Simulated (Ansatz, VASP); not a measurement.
# One calculation of Hf, two programs

```
Hf
1.0
     3.19799    0.00000    0.00000
    -1.59900    2.76954    0.00000
     0.00000    0.00000    5.04908
Hf
2
Cartesian
  0.0000 1.8464 1.2623
  1.5990 0.9232 3.7868
```

Alike in both runs: functional r2SCAN; k mesh 16 × 16 × 9; occupations fermi-dirac, width 0.05 eV; no spin polarisation.

Ansatz relaxed the structure, and its values are those at the end. VASP's run is a single point on that final structure, the one shown.

```csv
,VASP,Ansatz
version,VASP 6.6.1,Ansatz 0.2.0
potentials or method,"VASP PAW PBE potentials, release 64 (Hf_pv)","PAW with Ansatz's default frozen-core files, scalar-relativistic"
plane-wave cutoff (eV),520,500
valence electrons in the cell,20,52
```

```tsv
	VASP	Ansatz	Ansatz less VASP
pressure (GPa)	-0.6	0.0	+0.57
```

VASP's potentials were made for PBE, not for r2SCAN. VASP's potentials hold 20 valence electrons a cell and Ansatz's 52, so a difference there can come from the potentials and not from the codes.

Neither program's run includes spin-orbit coupling.
